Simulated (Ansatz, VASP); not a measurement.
## One calculation of BaTiO3, two programs

Contents of INCAR:

```
PREC     = Accurate       # precision mode
ENCUT    = 520            # plane-wave cutoff, eV
EDIFF    = 1E-6           # SCF threshold, eV
ISMEAR   = 0              # smearing method
SIGMA    = 0.05           # smearing width, eV
LREAL    = False          # projectors in reciprocal space
LASPH    = True           # aspherical terms in the spheres
NELM     = 150            # most SCF steps
ALGO     = Normal         # electronic algorithm
ISIF     = 2              # what is computed and relaxed
LWAVE    = False          # write WAVECAR
LCHARG   = False          # write CHGCAR
LMAXMIX  = 4              # l up to which the mixer works
LDAU     = True           # DFT+U
LDAUTYPE = 2            
LDAUL    = -1 2 -1        # shell
LDAUU    = 0 4 0          # U, eV
LDAUJ    = 0 0 0        
LDAUPRINT= 1            
GGA      = PE             # functional
NBANDS   = 28             # bands
```

Contents of KPOINTS:

```
Automatic mesh
0
Gamma
  8 8 8
```

File POSCAR:

```
BaTiO3
1.0
    3.9841000000      0.0000000000      0.0000000000
    0.0000000000      2.8370500000      2.8458000000
    0.0000000000     -2.8370500000      2.8458000000
Ba Ti O
1 1 3
Direct
    0.0000000000      0.0000000000      0.0000000000
    0.5000000000      0.5079000000      0.5079000000
    0.0000000000      0.4921000000      0.4921000000
    0.5000000000      0.5025100000      0.9937100000
    0.5000000000      0.9937100000      0.5025100000
```

Input for Ansatz:

```yaml
crystal:
  lattice:
    - [3.9841, 0.0, 0.0]
    - [0.0, 2.83705, 2.8458]
    - [0.0, -2.83705, 2.8458]
  atoms:
    - { symbol: Ba, position: [0.0, 0.0, 0.0] }
    - { symbol: Ti, position: [0.5, 0.5079, 0.5079] }
    - { symbol: O, position: [0.0, 0.4921, 0.4921] }
    - { symbol: O, position: [0.5, 0.50251, 0.99371] }
    - { symbol: O, position: [0.5, 0.99371, 0.50251] }
basis:
  ecutwfc: 420
kpoints:
  mp_grid: { grid: [8, 8, 8] }
hamiltonian:
  xc: pbe
  hubbard: { sites: [{ species: Ti, l: d, u_eff: 4.0 }] }
scf:
  occupations: { method: gaussian, width: 0.05 }
output:
  forces: true
  stress: true
  eigenvalues: true
```

Alike in both runs: task single point; functional PBE; k mesh 8 × 8 × 8; occupations gaussian, width 0.05 eV; no spin polarisation; Hubbard terms Ti d U = 4.0 eV.

|  | VASP | Ansatz |
| --- | --- | --- |
| version | VASP 6.6.1 | Ansatz 0.2.0 |
| potentials or method | VASP PAW PBE potentials, release 64 (Ba_sv, Ti_sv, O), cutoff 520 eV | scalar-relativistic, plane waves, PAW |
| valence electrons in the cell | 40 | 40 |

|  | VASP | Ansatz | Ansatz less VASP |
| --- | --- | --- | --- |
| gap on the k mesh at the Fermi level (eV) | 2.26 | 2.30 | +0.045 |
| least direct gap on the mesh (eV) | 2.47 | 2.48 | +0.012 |
| pressure (GPa) | 6.9 | 3.2 | -3.71 |
| traceless stress, the component that is largest in VASP (GPa) | 0.76 | 0.69 | -0.072 |
| rms of the force components (eV/Å) | 0.101 | 0.057 | -0.0441 |

The programs project onto different local orbitals, so the same U acts differently, and such runs can settle in different states. Atom by atom the forces differ by 0.095 eV/Å (rms over components).

Neither program's run includes spin-orbit coupling.
